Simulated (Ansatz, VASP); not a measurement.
## Ir: VASP beside Ansatz

```
CELL_PARAMETERS angstrom
0.00000 1.88084 1.88084
1.88084 0.00000 1.88084
1.88084 1.88084 0.00000
ATOMIC_POSITIONS crystal
Ir 0.00000 0.00000 0.00000
```

Change from the starting cell: volume scaled by 0.9405.

Alike in both runs: task single point; functional PBEsol; k mesh 15 × 15 × 15; occupations fermi-dirac, width 0.05 eV; no spin polarisation.

|  | VASP | Ansatz |
| --- | --- | --- |
| version | VASP 6.6.1 | Ansatz 0.2.0 |
| potentials or method | VASP PAW PBE potentials, release 64 (Ir), cutoff 500 eV | all-electron LAPW, scalar-relativistic |

|  | VASP | Ansatz | Ansatz less VASP |
| --- | --- | --- | --- |
| pressure (GPa) | 25.4 | 23.9 | -1.56 |

VASP's potentials were made for PBE, not for PBEsol. Ansatz ran all-electron here, and VASP with PAW potentials.

Neither program's run includes spin-orbit coupling.
